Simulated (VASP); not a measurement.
# PIr2 (Fm-3m) in VASP: notebook

The runs below take PIr2 through vibrations by perturbation theory, with LDA.

Everything below comes from runs of VASP 6.6.1. Logs are shortened: lines on timing, memory, paths and dates and some standing lists are left out, and cuts for length are marked.

### Step 1. The cell of the first run

Symmetry: Fm-3m, No. 225, cubic system. Conventional cell: a = 5.489 Å, b = 5.489 Å, c = 5.489 Å, α = 90.00°, β = 90.00°, γ = 90.00°. P (site symmetry m-3m) has 8 Ir at 2.38 Å within 3.1 Å. Within 3.1 Å of Ir (site symmetry -43m) lie 4 P at 2.38 Å and 6 Ir at 2.74 Å.

### Step 2. Vibrations by perturbation theory, LDA

Input file INCAR:

```
SYSTEM = PIr2
PREC = Accurate
ENCUT = 520
EDIFF = 1E-8
ISMEAR = -1
SIGMA = 0.15
LREAL = .FALSE.
LASPH = .TRUE.
NELM = 100
ALGO = Normal
ISIF = 2
LWAVE = .FALSE.
LCHARG = .TRUE.
GGA = CA
NBANDS = 18
IBRION = 8
NSW = 1
```

Input file KPOINTS:

```
regular mesh
0
G
  14 14 14
  0 0 0
```

Input file POSCAR:

```
PIr2
1.0
    0.0000000000      2.7447297593      2.7447297593
    2.7447297593      0.0000000000      2.7447297593
    2.7447297593      2.7447297593      0.0000000000
P Ir
1 2
Direct
    0.0000000000      0.0000000000      0.0000000000
    0.2500000000      0.2500000000      0.2500000000
    0.7500000000      0.7500000000      0.7500000000
```

Potentials or basis: VASP PAW LDA potentials, release 64 (P, Ir).

Command:

```console
$ cat potpaw_LDA.64/P/POTCAR potpaw_LDA.64/Ir/POTCAR > POTCAR
$ mpirun -np 1 vasp_std > vasp.out
```

OUTCAR:

```text
SYSTEM = PIr2
   PREC = Accurate
   ENCUT = 520
   EDIFF = 1E-8
   ISMEAR = -1
   LREAL = .FALSE.
   LASPH = .TRUE.
   NELM = 100
   ISIF = 2
   GGA = CA
   IBRION = 8
   NSW = 1

 ion  position               nearest neighbor table
   1  0.000  0.000  0.000-   3 2.38   3 2.38   3 2.38   2 2.38   3 2.38   2 2.38   2 2.38   2 2.38

   2  0.250  0.250  0.250-   1 2.38   1 2.38   1 2.38   1 2.38   3 2.74   3 2.74   3 2.74   3 2.74
                             3 2.74   3 2.74
   3  0.750  0.750  0.750-   1 2.38   1 2.38   1 2.38   1 2.38   2 2.74   2 2.74   2 2.74   2 2.74
                             2 2.74   2 2.74

  LATTYP: Found a face centered cubic cell.
 ALAT       =     5.4894595186

  Lattice vectors:

 A1 = (   0.0000000000,   2.7447297593,   2.7447297593)
 A2 = (   2.7447297593,   0.0000000000,   2.7447297593)
 A3 = (   2.7447297593,   2.7447297593,   0.0000000000)

Analysis of symmetry for initial positions (statically):
=====================================================================
 Subroutine PRICEL returns:
 Original cell was already a primitive cell.

 Routine SETGRP: Setting up the symmetry group for a
 face centered cubic supercell.

 Subroutine GETGRP returns: Found 48 space group operations
 (whereof 48 operations were pure point group operations)
 out of a pool of 48 trial point group operations.

The static configuration has the point symmetry O_h .

Analysis of symmetry for dynamics (positions and initial velocities):
=====================================================================
 Subroutine PRICEL returns:
 Original cell was already a primitive cell.

 Routine SETGRP: Setting up the symmetry group for a
 face centered cubic supercell.

 Subroutine GETGRP returns: Found 48 space group operations
 (whereof 48 operations were pure point group operations)
 out of a pool of 48 trial point group operations.

The dynamic configuration has the point symmetry O_h .

 Subroutine INISYM returns: Found 48 space group operations
 (whereof 48 operations are pure point group operations),
 and found     1 'primitive' translations

----------------------------------------------------------------------------------------

                                     Primitive cell

  volume of cell :      41.3551

  direct lattice vectors                    reciprocal lattice vectors
     0.000000000  2.744729759  2.744729759    -0.182167297  0.182167297  0.182167297
     2.744729759  0.000000000  2.744729759     0.182167297 -0.182167297  0.182167297
     2.744729759  2.744729759  0.000000000     0.182167297  0.182167297 -0.182167297

  length of vectors
     3.881634051  3.881634051  3.881634051     0.315523013  0.315523013  0.315523013

  position of ions in fractional coordinates (direct lattice)
     0.000000000  0.000000000  0.000000000
     0.250000000  0.250000000  0.250000000
     0.750000000  0.750000000  0.750000000

  ion indices of the primitive-cell ions
   primitive index   ion index
                 1           1
                 2           2
                 3           3

----------------------------------------------------------------------------------------

 KPOINTS: regular mesh

Automatic generation of k-mesh.
 Grid dimensions read from file:
 generate k-points for:   14   14   14

[... 97 lines left out ...]
 maximum number of plane-waves:      1139
 NGX is ok and might be reduce to    30
   NGX = 15   NGY = 15   NGZ = 15

--------------------------------------- Ionic step        1  -------------------------------------------

 number of electron      23.0000002 magnetization

 Free energy of the ion-electron system (eV)
  ---------------------------------------------------
  ext. energy  EPLUGINS =         0.00000000
  ---------------------------------------------------
  free energy    TOTEN  =       -28.05945164 eV

  energy without entropy =      -27.98943028  energy(sigma->0) =      -28.02444096

 E-fermi :  10.3217     XC(G=0): -13.2621

 val. band max:       10.2823772956   @ k =   0.5000   0.3571   0.1429
 cond. band min:      10.3493892815   @ k =   0.5000   0.2857   0.1429
 fundamental gap:      0.0670119859
 Fermi energy:        10.3217262856

 k-point     1 :       0.0000    0.0000    0.0000
  band No.  band energies     occupation
      1      -4.4228      2.00000
      2       2.4319      2.00000
      3       2.4319      2.00000
      4       2.4319      2.00000
      5       4.0625      2.00000
      6       4.0625      2.00000
[... 481 lines left out ...]
      5       4.6071      2.00000
      6       5.0438      2.00000
[... 10 lines left out ...]
     17      17.8307      0.00000
     18      17.8519      0.00000

 [... further k-points ...]

------------------------ aborting loop because EDIFF is reached ----------------------------------------

  FORCE on cell =-STRESS in cart. coord.  units (eV):
  Direction    XX          YY          ZZ          XY          YZ          ZX
  --------------------------------------------------------------------------------------
  -------------------------------------------------------------------------------------
  Total        1.3261915      1.3261915      1.3261915     -0.0000000     -0.0000000     -0.0000000
  in kB       51.3792833     51.3792833     51.3792833     -0.0000000     -0.0000000     -0.0000000
  external PRESSURE =      51.3792833 kB  Pullay stress =       0.0000000 kB

 VOLUME and BASIS-vectors are now :
 -----------------------------------------------------------------------------
  energy-cutoff  :      520.00
  volume of cell :       41.36
      direct lattice vectors                 reciprocal lattice vectors
     0.000000000  2.744729759  2.744729759    -0.182167297  0.182167297  0.182167297
     2.744729759  0.000000000  2.744729759     0.182167297 -0.182167297  0.182167297
     2.744729759  2.744729759  0.000000000     0.182167297  0.182167297 -0.182167297

 POSITION                                       TOTAL-FORCE (eV/Angst)
 -----------------------------------------------------------------------------------
      0.00000      0.00000      0.00000         0.000000      0.000000      0.000000
      1.37236      1.37236      1.37236        -0.000000     -0.000000      0.000000
      4.11709      4.11709      4.11709         0.000000      0.000000     -0.000000
 -----------------------------------------------------------------------------------
    total drift:                               -0.000000      0.000000      0.000000

  FREE ENERGIE OF THE ION-ELECTRON SYSTEM (eV)
  ---------------------------------------------------
  free  energy   TOTEN  =       -28.0594516424 eV

  energy  without entropy=      -27.9894302815  energy(sigma->0) =      -28.02444096

[... ionic steps 2 to 3 ...]

--------------------------------------- Ionic step        4  -------------------------------------------

------------------------ aborting loop because EDIFF is reached ----------------------------------------

[... ionic steps 5 to 6 ...]

--------------------------------------- Ionic step        7  -------------------------------------------

 Free energy of the ion-electron system (eV)
  ---------------------------------------------------
  ---------------------------------------------------
  free energy    TOTEN  =        -0.19739906 eV

  energy without entropy =       -0.19739906

------------------------ aborting loop because EDIFF is reached ----------------------------------------

 INTERNAL STRAIN TENSOR  FOR ION    2  DIRECTION 1   (eV/Angst):
 -----------------------------------------------------------------------------
     0.01243  0.00000  0.00000
     0.00000 -0.00671 -3.66732
     0.00000 -3.66732 -0.00671

 INTERNAL STRAIN TENSOR FOR ION    3 for displacements in x,y,z  (eV/Angst):
          X           Y           Z          XY          YZ          ZX
  --------------------------------------------------------------------------------
  x    -0.00000     0.00000     0.00000     0.00000     3.66732     0.00000
  y    -0.00000    -0.00000    -0.00000     0.00000     0.00000     3.66732
  z     0.00000     0.00000    -0.00000     3.66732     0.00000     0.00000

 SECOND DERIVATIVES (NOT SYMMETRIZED)
 ------------------------------------
               1X          1Y          1Z          2X          2Y          2Z          3X          3Y          3Z
  1X   -12.935640    0.000000    0.000000    6.467820    0.000000    0.000000    6.467820    0.000000    0.000000
  1Y     0.000000  -12.935640    0.000000    0.000000    6.467820    0.000000    0.000000    6.467820    0.000000
  1Z     0.000000    0.000000  -12.935640    0.000000    0.000000    6.467820    0.000000    0.000000    6.467820
  2X     6.476282    0.000000    0.000000  -16.556555    0.000000    0.000000   10.080273    0.000000    0.000000
  2Y     0.000000    6.476282    0.000000    0.000000  -16.556555    0.000000    0.000000   10.080273    0.000000
  2Z     0.000000    0.000000    6.476282    0.000000    0.000000  -16.556555    0.000000    0.000000   10.080273
  3X     6.476282    0.000000    0.000000   10.080273    0.000000    0.000000  -16.556555    0.000000    0.000000
  3Y     0.000000    6.476282    0.000000    0.000000   10.080273    0.000000    0.000000  -16.556555    0.000000
  3Z     0.000000    0.000000    6.476282    0.000000    0.000000   10.080273    0.000000    0.000000  -16.556555

 Eigenvectors and eigenvalues of the dynamical matrix
 ----------------------------------------------------

   1 f  =   10.502520 THz    65.989279 2PiTHz  350.326354 cm-1    43.434913 meV
             X         Y         Z           dx          dy          dz
      0.000000  0.000000  0.000000     0.575130   -0.771086    0.000000
      1.372365  1.372365  1.372365    -0.115510    0.154866   -0.000000
      4.117095  4.117095  4.117095    -0.115510    0.154866    0.000000
[... 43 lines left out ...]
   9 f/i=    0.001805 THz     0.011338 2PiTHz    0.060193 cm-1     0.007463 meV
             X         Y         Z           dx          dy          dz
      0.000000  0.000000  0.000000     0.251132   -0.093499   -0.053318
      1.372365  1.372365  1.372365     0.625199   -0.232768   -0.132737
      4.117095  4.117095  4.117095     0.625199   -0.232768   -0.132737

--------------------------------------------------------------------------------------------------------

 ELASTIC MODULI CONTR FROM IONIC RELAXATION (kBar)
 Direction    XX          YY          ZZ          XY          YZ          ZX
 --------------------------------------------------------------------------------
 XX          -0.0000      0.0000      0.0000     -0.0000      0.0000      0.0000
 YY           0.0000     -0.0000     -0.0000     -0.0000     -0.0000      0.0000
 ZZ           0.0000     -0.0000     -0.0000      0.0000     -0.0000      0.0000
 XY          -0.0000     -0.0000      0.0000    -39.1226      0.0000     -0.0000
 YZ           0.0000     -0.0000     -0.0000      0.0000    -39.1226      0.0000
 ZX           0.0000      0.0000      0.0000     -0.0000      0.0000    -39.1226
 --------------------------------------------------------------------------------
```

Run time: 6.4 min. Hardware: 1 thread of Intel Xeon 6975P-C (Granite Rapids), shared host; peak memory 0.69 GiB.

Results:

| Property | Result |
| --- | --- |
| Highest phonon frequency at Γ | 350 cm⁻¹ |

Phonon frequencies in cm⁻¹ (negative: imaginary):
| q point | frequencies |
| --- | --- |
| (0.000, 0.000, 0.000) | 0 0 0 194 194 194 350 350 350 |

Caveat: the cell stands under pressure or tension, which shifts response properties; spin-orbit coupling is left out, which moves the levels of the heavy elements.

[end of part 1 of 2]
